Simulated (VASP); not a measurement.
# SiC (Moissanite) (P6_3mc) in VASP: settings compared, part 2 of 2

VASP 6.6.1. The steps go on from the part before.

### Step 4. Single point, revPBE

This run uses another cell than the first one, of 10.96 Å³/atom, 1.060 times its volume.

INCAR

```
SYSTEM = SiC
PREC = Accurate
ENCUT = 520
EDIFF = 1E-6
ISMEAR = -1
SIGMA = 0.05
LREAL = .FALSE.
LASPH = .TRUE.
NELM = 80
ALGO = Normal
ISIF = 2
LWAVE = .FALSE.
LCHARG = .FALSE.
GGA = RE
NBANDS = 16
```

KPOINTS

```
Automatic mesh
0
G
  10 10 5
  0 0 0
```

POSCAR

```
SiC
1.0
    3.1363290418      0.0000000000      0.0000000000
   -1.5681645209      2.7161406248      0.0000000000
    0.0000000000      0.0000000000      5.1470055276
Si C
2 2
Direct
    0.6666666667      0.3333333333      0.5000000000
    0.3333333333      0.6666666667      0.0000000000
    0.6666666667      0.3333333333      0.8850000000
    0.3333333333      0.6666666667      0.3850000000
```

Potentials or basis: VASP PAW PBE potentials, release 64 (Si, C).

On the command line:

```console
cat potpaw_PBE.64/Si/POTCAR potpaw_PBE.64/C/POTCAR > POTCAR
mpirun -np 1 vasp_std > vasp.out
```

OUTCAR:

```text
SYSTEM = SiC
   PREC = Accurate
   ENCUT = 520
   EDIFF = 1E-6
   ISMEAR = -1
   LREAL = .FALSE.
   LASPH = .TRUE.
   NELM = 80
   ISIF = 2
   GGA = RE

 ion  position               nearest neighbor table
   1  0.667  0.333  0.500-   4 1.91   4 1.91   4 1.91   3 1.98   2 3.15   2 3.15   2 3.15   2 3.15
                             2 3.15   2 3.15
   2  0.333  0.667  0.000-   3 1.91   3 1.91   3 1.91   4 1.98   1 3.15   1 3.15   1 3.15   1 3.15
                             1 3.15   1 3.15
   3  0.667  0.333  0.885-   2 1.91   2 1.91   2 1.91   1 1.98
   4  0.333  0.667  0.385-   1 1.91   1 1.91   1 1.91   2 1.98

  LATTYP: Found a hexagonal cell.
 ALAT       =     3.1363290418
 C/A-ratio  =     1.6410923277

  Lattice vectors:

 A1 = (   3.1363290418,   0.0000000000,   0.0000000000)
 A2 = (  -1.5681645209,   2.7161406248,   0.0000000000)
 A3 = (   0.0000000000,   0.0000000000,   5.1470055276)

Analysis of symmetry for initial positions (statically):
=====================================================================
 Subroutine PRICEL returns:
 Original cell was already a primitive cell.

 Routine SETGRP: Setting up the symmetry group for a
 hexagonal supercell.

 Subroutine GETGRP returns: Found 12 space group operations
 (whereof  6 operations were pure point group operations)
 out of a pool of 24 trial point group operations.

The static configuration has the point symmetry C_3v.
 The point group associated with its full space group is C_6v.

Analysis of symmetry for dynamics (positions and initial velocities):
=====================================================================
 Subroutine PRICEL returns:
 Original cell was already a primitive cell.

 Routine SETGRP: Setting up the symmetry group for a
 hexagonal supercell.

 Subroutine GETGRP returns: Found 12 space group operations
 (whereof  6 operations were pure point group operations)
 out of a pool of 24 trial point group operations.

The dynamic configuration has the point symmetry C_3v.
 The point group associated with its full space group is C_6v.

 Subroutine INISYM returns: Found 12 space group operations
 (whereof  6 operations are pure point group operations),
 and found     1 'primitive' translations

----------------------------------------------------------------------------------------

                                     Primitive cell

  volume of cell :      43.8459

  direct lattice vectors                    reciprocal lattice vectors
     3.136329042  0.000000000  0.000000000     0.318844097  0.184084725  0.000000000
    -1.568164521  2.716140625  0.000000000     0.000000000  0.368169450  0.000000000
     0.000000000  0.000000000  5.147005528     0.000000000  0.000000000  0.194287726

  length of vectors
     3.136329042  3.136329042  5.147005528     0.368169450  0.368169450  0.194287726

  position of ions in fractional coordinates (direct lattice)
     0.666666667  0.333333333  0.500000000
     0.333333333  0.666666667  0.000000000
     0.666666667  0.333333333  0.885000000
     0.333333333  0.666666667  0.385000000

  ion indices of the primitive-cell ions
   primitive index   ion index
                 1           1
                 2           2
                 3           3
                 4           4

----------------------------------------------------------------------------------------

 KPOINTS: Automatic mesh

Automatic generation of k-mesh.
 Grid dimensions read from file:
 generate k-points for:   10   10    5

 Generating k-lattice:

  Cartesian coordinates                     Fractional coordinates (reciprocal lattice)
     0.031884410  0.018408473  0.000000000     0.100000000  0.000000000  0.000000000
     0.000000000  0.036816945  0.000000000     0.000000000  0.100000000  0.000000000
     0.000000000  0.000000000  0.038857545     0.000000000  0.000000000  0.200000000

  Length of vectors
     0.036816945  0.036816945  0.038857545

  Shift w.r.t. Gamma in fractional coordinates (k-lattice)
     0.000000000  0.000000000  0.000000000

 Subroutine IBZKPT returns following result:
 ===========================================

 Found     42 irreducible k-points:

 Following reciprocal coordinates:
            Coordinates               Weight
  0.000000  0.000000  0.000000      1.000000
  0.100000  0.000000  0.000000      6.000000
  0.200000  0.000000  0.000000      6.000000
  0.300000  0.000000  0.000000      6.000000
  0.400000  0.000000  0.000000      6.000000
  0.500000  0.000000  0.000000      3.000000
[... 16 lines left out ...]
  0.300000  0.100000  0.200000     24.000000
  0.400000  0.100000  0.200000     24.000000
 [... further k-points ...]
   k-points           NKPTS =     42   k-points in BZ     NKDIM =     42   number of bands    NBANDS=     16
   number of dos      NEDOS =    301   number of ions     NIONS =      4
   total plane-waves  NPLWV =  23040
   dimension x,y,z NGX =    24 NGY =   24 NGZ =   40
   dimension x,y,z NGXF=    48 NGYF=   48 NGZF=   80
   ions per type =               2   2
   NGX,Y,Z   is equivalent  to a cutoff of  12.72, 12.72, 12.92 a.u.
   NGXF,Y,Z  is equivalent  to a cutoff of  25.44, 25.44, 25.84 a.u.
 SYSTEM =  SiC
   PREC   = accura    normal or accurate (medium, high low for compatibility)
   ISTART =      0    job   : 0-new  1-cont  2-samecut
   ICHARG =      2    charge: 1-file 2-atom 10-const
   ISPIN  =      1    spin polarized calculation?
   LNONCOLLINEAR =      F non collinear calculations
   LSORBIT =      F    spin-orbit coupling
   LASPH  =      T    aspherical Exc in radial PAW
   ENCUT  =  520.0 eV  38.22 Ry    6.18 a.u.   5.83  5.83  9.57*2*pi/ulx,y,z
   NELM   =     80;   NELMIN=  2; NELMDL= -5     # of ELM steps
   EDIFF  = 0.1E-05   stopping-criterion for ELM
   LREAL  =      F    real-space projection
   EDIFFG = 0.1E-04   stopping-criterion for IOM
   NSW    =      0    number of steps for IOM
   IBRION =     -1    ionic relax: 0-MD 1-quasi-New 2-CG
   NFREE  =      0    steps in history (QN), initial steepest desc. (CG)
   ISIF   =      2    stress and relaxation
   ISYM   =      2    0-nonsym 1-usesym 2-fastsym
   POTIM  = 0.5000    time-step for ionic-motion
   TEBEG  =    0.0;   TEEND  =   0.0 temperature during run
   PSTRESS=    0.0 pullay stress
   NELECT =      16.0000    total number of electrons
   NUPDOWN=      -1.0000    fix difference up-down
   EMIN   =  10.00;   EMAX   =-10.00  energy-range for DOS
   EFERMI =   0.00;   METHOD = LEGACY
   ISMEAR =    -1;   SIGMA  =   0.05  broadening in eV -4-tet -1-fermi 0-gaus
   EFERMI_NEDOS =   21; number of points for ismear=-14 and -15
   IALGO  =     38    algorithm
   IMIX   =      4    mixing-type and parameters
     AMIX     =   0.40;   BMIX     =  1.00
     AMIX_MAG =   1.60;   BMIX_MAG =  1.00
  volume/ion in A,a.u.               =      10.96        73.97
  Fermi-wavevector in a.u.,A,eV,Ry     =   1.169873  2.210739 18.620967  1.368602
  Thomas-Fermi vector in A             =   2.306339
   LORBIT       =      0    0 simple, 1 ext, 2 COOP (PROOUT), +10 PAW based schemes
   GGA     = RE    functional components
   LHFCALC =     F    Hartree Fock is set to
   AEXX    =    0.0000 exact exchange contribution
   IVDW    =     0    specifies the selected vdW correction
   LEPSILON=     F    determine dielectric tensor
   LRPA    =     F    only Hartree local field effects (RPA)
 non-spin polarized calculation
  energy-cutoff  :      520.00
  volume of cell :       43.85
 maximum number of plane-waves:      1193
 NGX is ok and might be reduce to    24
   NGX = 11   NGY = 11   NGZ = 19

 number of electron      16.0000000 magnetization

 Free energy of the ion-electron system (eV)
  ---------------------------------------------------
  ext. energy  EPLUGINS =         0.00000000
  ---------------------------------------------------
  free energy    TOTEN  =       -28.82888460 eV

  energy without entropy =      -28.82888460  energy(sigma->0) =      -28.82888460

 E-fermi :   8.8159     XC(G=0): -11.0448

 val. band max:        7.8333899148   @ k =   0.0000   0.0000   0.0000
 cond. band min:      10.3479497731   @ k =   0.5000   0.0000   0.0000
 fundamental gap:      2.5145598583
 Fermi energy:         8.8158793370

 k-point     1 :       0.0000    0.0000    0.0000
  band No.  band energies     occupation
      1      -7.4527      2.00000
      2      -4.1803      2.00000
      3      -0.5122      2.00000
      4       6.3070      2.00000
      5       6.3070      2.00000
      6       7.5533      2.00000
[... 433 lines left out ...]
      3      -0.2326      2.00000
      4       1.1698      2.00000
      5       3.2514      2.00000
      6       4.0452      2.00000
[... 8 lines left out ...]
     15      18.7031      0.00000
     16      19.9677      0.00000

 [... further k-points ...]
[... 5 lines left out ...]
  --------------------------------------------------------------------------------------
  -------------------------------------------------------------------------------------
  Total       -1.4427578     -1.4427578     -2.2388097      0.0000000      0.0000000      0.0000000
  in kB      -52.7200144    -52.7200144    -81.8086544      0.0000000      0.0000000      0.0000000
  external PRESSURE =     -62.4162277 kB  Pullay stress =       0.0000000 kB

 VOLUME and BASIS-vectors are now :
 -----------------------------------------------------------------------------
  energy-cutoff  :      520.00
  volume of cell :       43.85
      direct lattice vectors                 reciprocal lattice vectors
     3.136329042  0.000000000  0.000000000     0.318844097  0.184084725  0.000000000
    -1.568164521  2.716140625  0.000000000     0.000000000  0.368169450  0.000000000
     0.000000000  0.000000000  5.147005528     0.000000000  0.000000000  0.194287726

 POSITION                                       TOTAL-FORCE (eV/Angst)
 -----------------------------------------------------------------------------------
      1.56816      0.90538      2.57350         0.000000     -0.000000      0.670918
     -0.00000      1.81076      0.00000        -0.000000      0.000000      0.670918
      1.56816      0.90538      4.55510        -0.000000      0.000000     -0.670918
     -0.00000      1.81076      1.98160        -0.000000     -0.000000     -0.670918
 -----------------------------------------------------------------------------------
    total drift:                               -0.000000      0.000000     -0.000318

  FREE ENERGIE OF THE ION-ELECTRON SYSTEM (eV)
  ---------------------------------------------------
  free  energy   TOTEN  =       -28.8288846017 eV

  energy  without entropy=      -28.8288846017  energy(sigma->0) =      -28.82888460
```

OSZICAR:

```text
N       E                     dE             d eps       ncg     rms          rms(c)
DAV:   1     0.274287896616E+02    0.27429E+02   -0.70328E+03  1344   0.885E+02
DAV:   2    -0.294277889127E+02   -0.56857E+02   -0.51745E+02  1968   0.155E+02
DAV:   3    -0.321235151743E+02   -0.26957E+01   -0.26829E+01  1776   0.308E+01
DAV:   4    -0.321444826204E+02   -0.20967E-01   -0.20964E-01  1640   0.337E+00
DAV:   5    -0.321446973336E+02   -0.21471E-03   -0.21470E-03  1800   0.321E-01    0.122E+01
DAV:   6    -0.288722779601E+02    0.32724E+01   -0.59494E+00  1712   0.148E+01    0.565E+00
DAV:   7    -0.288364011488E+02    0.35877E-01   -0.99765E-01  1912   0.576E+00    0.248E+00
DAV:   8    -0.288283291228E+02    0.80720E-02   -0.40358E-02  1480   0.133E+00    0.616E-01
DAV:   9    -0.288282821654E+02    0.46957E-04   -0.78910E-03  1744   0.603E-01    0.138E-01
DAV:  10    -0.288288368521E+02   -0.55469E-03   -0.12811E-03  1640   0.208E-01    0.601E-02
DAV:  11    -0.288288812848E+02   -0.44433E-04   -0.16190E-04  1568   0.873E-02    0.106E-02
DAV:  12    -0.288288834434E+02   -0.21586E-05   -0.10860E-05  1832   0.210E-02    0.375E-03
DAV:  13    -0.288288845128E+02   -0.10694E-05   -0.13693E-06  1552   0.759E-03    0.285E-03
DAV:  14    -0.288288846017E+02   -0.88935E-07   -0.51527E-08   888   0.168E-03
   1 F= -.28828885E+02 E0= -.28828885E+02  d E =-.194064E-10
```

Wall time 23 s (1 thread of AMD EPYC 9R45 (Zen 5), shared host); peak memory 0.13 GiB.

Results:

```yaml
Free_energy: -28.8289 eV
Pressure: -6.2 GPa
Largest_force: 0.671 eV/Å
Band_gap_on_the_k_mesh: 2.51 eV, indirect (least direct gap 3.98 eV)
```

Forces on the atoms (eV/Å):
```
Si   0.000  0.000  0.671
Si   0.000  0.000  0.671
C    0.000  0.000 -0.671
C    0.000  0.000 -0.671
```

Stress tensor (GPa, compression positive):
```
-5.27  0.00  0.00
 0.00 -5.27  0.00
 0.00  0.00 -8.18
```

Levels at points of the mesh, in eV from the valence-band top:
| k point | band 6 | band 7 | band 8 | band 9 | band 10 | band 11 |
| --- | --- | --- | --- | --- | --- | --- |
| (0.00, 0.00, 0.00) | -0.28 | -0.28 | 0.00 | 4.15 | 5.43 | 6.20 |
| (0.50, 0.00, 0.00) | -3.42 | -3.09 | -1.47 | 2.51 | 4.13 | 6.33 |

Caveat: the PAW data sets were made with another functional, which shifts forces and pressure a little. A k mesh can miss the band edges.

### Step 5. The runs side by side

| level | cell | k mesh | grid for exact exchange (PRECFOCK) | share of exact exchange | screening parameter | gap on the mesh (eV) | pressure (GPa) | largest force (eV/Å) |
| --- | --- | --- | --- | --- | --- | --- | --- | --- |
| PBE-based screened hybrid | a = 3.076, b = 3.076, c = 5.048 Å, angles 90.0, 90.0, 120.0°, 4 atoms | 5 × 5 × 3 | Normal | 0.25 | 0.6 1/Å | 3.15 | 0.4 | 0.75 |
| revPBE | a = 3.116, b = 3.116, c = 5.114 Å, angles 90.0, 90.0, 120.0°, 4 atoms | 10 × 10 × 5 | - | - | - | 2.55 | -2.6 | 0.70 |
| revPBE | a = 3.136, b = 3.136, c = 5.147 Å, angles 90.0, 90.0, 120.0°, 4 atoms | 10 × 10 × 5 | - | - | - | 2.51 | -6.2 | 0.67 |

Alike in all rows: task single point; potentials or basis VASP PAW PBE potentials, release 64 (Si, C); no spin polarisation; cutoff (eV) 520; smearing fermi-dirac 0.05 eV.

Caveats: some runs use coarse meshes; the PAW data sets were made with another functional, which shifts forces and pressure a little.

Absolute energies hang on the potentials; compare differences alone.
